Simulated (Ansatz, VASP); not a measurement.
# Two plane-wave programs on CdTe

```
Cd Te
1.0
     0.00000    3.53407    3.13249
     3.13249    0.00000    3.13249
     3.13249    3.53407    0.00000
Cd Te
1 1
Direct
  0.00000 0.00000 0.00000
  0.75000 0.75000 0.75000
```

Alike in both runs: task single point; functional LDA; k mesh 8 × 8 × 8; occupations gaussian, width 0.05 eV; no spin polarisation.

|  | VASP | Ansatz |
| --- | --- | --- |
| version | VASP 6.6.1 | Ansatz 0.2.0 |
| potentials or method | VASP PAW LDA potentials, release 64 (Cd, Te), cutoff 520 eV | scalar-relativistic, plane waves, PAW |
| valence electrons in the cell | 18 | 36 |

```tsv
	VASP	Ansatz	Ansatz less VASP
gap on the k mesh at the Fermi level (eV)	0.28	0.24	-0.039
least direct gap on the mesh (eV)	0.28	0.24	-0.039
pressure (GPa)	-2.1	-2.3	-0.21
traceless stress, the component that is largest in VASP (GPa)	-1.94	-1.96	-0.013
```

LDA's correlation is that of Perdew and Zunger in VASP and of Perdew and Wang (1992) in Ansatz. VASP's potentials hold 18 valence electrons a cell and Ansatz's 36, so a difference there can come from the potentials and not from the codes.

Neither program's run includes spin-orbit coupling.
